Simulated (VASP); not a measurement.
A run of VASP 6.6.1 is set up as follows.

Contents of INCAR:

```
PREC = Accurate
ENCUT = 520
EDIFF = 1E-7
ISMEAR = 0
SIGMA = 0.05
LREAL = False
LASPH = True
NELM = 60
ALGO = Normal
ISIF = 2
LWAVE = False
LCHARG = False
NBANDS = 40
```

The input KPOINTS:

```
regular mesh
0
Gamma
  6 6 4
```

Contents of POSCAR:

```
Li5NbO5
1.0
    4.7458852382     -1.9845515187      0.0017329617
    4.7458852382      1.9845515187      0.0017329617
   -1.8318186253      0.0000000000      5.3957233115
Li Nb O
5 1 5
Direct
    0.7109411516      0.7109411516      0.3440026628
    0.6906897028      0.6906897028      0.8611561737
    0.0000000000      0.0000000000      0.5000000000
    0.3093102972      0.3093102972      0.1388438263
    0.2890588484      0.2890588484      0.6559973372
    0.0000000000      0.0000000000      0.0000000000
    0.8518447009      0.8518447009      0.1741806758
    0.8410908504      0.8410908504      0.6794328431
    0.5000000000      0.5000000000      0.0000000000
    0.1589091496      0.1589091496      0.3205671569
    0.1481552991      0.1481552991      0.8258193242
```

Potentials or basis: VASP PAW LDA potentials, release 64 (Li_sv, Nb_sv, O).

The run is started by

```bash
$ cat potpaw_LDA.64/Li_sv/POTCAR potpaw_LDA.64/Nb_sv/POTCAR potpaw_LDA.64/O/POTCAR > POTCAR
$ mpirun -np 1 vasp_std > vasp.out
```

Problem. What does it give for the band gap on the k mesh?

Solution. 3.19 eV (least direct gap 3.20 eV).

Problem. Estimate the largest force.

Solution. 0.020 eV/Å.

Forces on the atoms (eV/Å):
```
Li  -0.012  0.000  0.001
Li  -0.012  0.000 -0.009
Li   0.000  0.000  0.000
Li   0.012  0.000  0.009
Li   0.012  0.000 -0.001
Nb   0.000  0.000  0.000
O   -0.010  0.000  0.010
O   -0.004  0.000 -0.019
O    0.000  0.000  0.000
O    0.004  0.000  0.019
O    0.010  0.000 -0.010
```

 A k mesh can miss the band edges.
